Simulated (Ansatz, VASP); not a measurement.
Given: the input of a run of VASP 6.6.1 on CoO.

Contents of INCAR:

```
ALGO = Normal
EDIFF = 1E-6
EDIFFG = -0.01
ENCUT = 600
GGA = PE
IBRION = 2
ISIF = 3
ISMEAR = -1
ISPIN = 2
LASPH = T
LCHARG = F
LMAXMIX = 4
LORBIT = 11
LREAL = F
LWAVE = F
MAGMOM = 2 0
NELM = 150
NSW = 60
PREC = Accurate
SIGMA = 0.05
```

Contents of KPOINTS:

```
k-points
0
Gamma
  11 11 11
```

File POSCAR:

```
CoO
1.0
    0.0000000000      2.1315000000      2.1315000000
    2.1315000000      0.0000000000      2.1315000000
    2.1315000000      2.1315000000      0.0000000000
Co O
1 1
Direct
    0.0000000000      0.0000000000      0.0000000000
    0.5000000000      0.5000000000      0.5000000000
```

Potentials or basis: VASP PAW PBE potentials, release 64 (Co, O).

Run with:

```bash
$ cat potpaw_PBE.64/Co/POTCAR potpaw_PBE.64/O/POTCAR > POTCAR
$ mpirun -np 1 vasp_std > vasp.out
```

**Question.** Set up the same calculation for Ansatz 0.2.0. Potentials there: Ansatz PAW.

**Answer.** As run (the cutoff follows the program's own potentials):

File input.yaml:

```yaml
crystal:
  lattice:
    - [0.0, 2.1315, 2.1315]
    - [2.1315, 0.0, 2.1315]
    - [2.1315, 2.1315, 0.0]
  atoms:
    - { symbol: Co, position: [0.0, 0.0, 0.0], spin: 2.0 }
    - { symbol: O, position: [0.5, 0.5, 0.5] }
hamiltonian:
  xc: pbe
  pseudopotentials: { kind: paw }
magnetization:
  spin_polarized: true
kpoints:
  mp_grid: { grid: [11, 11, 11] }
scf:
  occupations: { method: fermi_dirac, width: 0.05 }
output:
  forces: true
  stress: true
relax:
  f_tol: 0.01
  max_steps: 40
  cell: { stress_tol: 0.05 }
```

Potentials or basis: Ansatz PAW.

Run with:

```console
$ ansatz run input.yaml --threads 2 --pin off --max-ram 5632MiB --backend cpu --events-out ev --progress --plain --runs-dir out
```

Both were run:

|  | VASP | Ansatz | Ansatz less VASP |
| --- | --- | --- | --- |
| net moment per atom (μB) | 1.43 | 1.45 | +0.020 |
| size of the moment on the site where the two differ most (μB) | 2.53 | 2.47 | -0.054 |
| relaxed volume (Å³/atom) | 9.53 | 9.58 | +0.043 |
| relaxed cell length with the largest relative difference (Å) | 2.999 | 3.003 | +0.0045 |

Site moments also hang on the region over which each program counts them. VASP's potentials hold 15 valence electrons a cell and Ansatz's 23, so a difference there can come from the potentials and not from the codes.

Noted on Ansatz's run: the plane-wave basis is chosen anew once the cell has moved, so the energies of steps on either side of that aren't comparable.
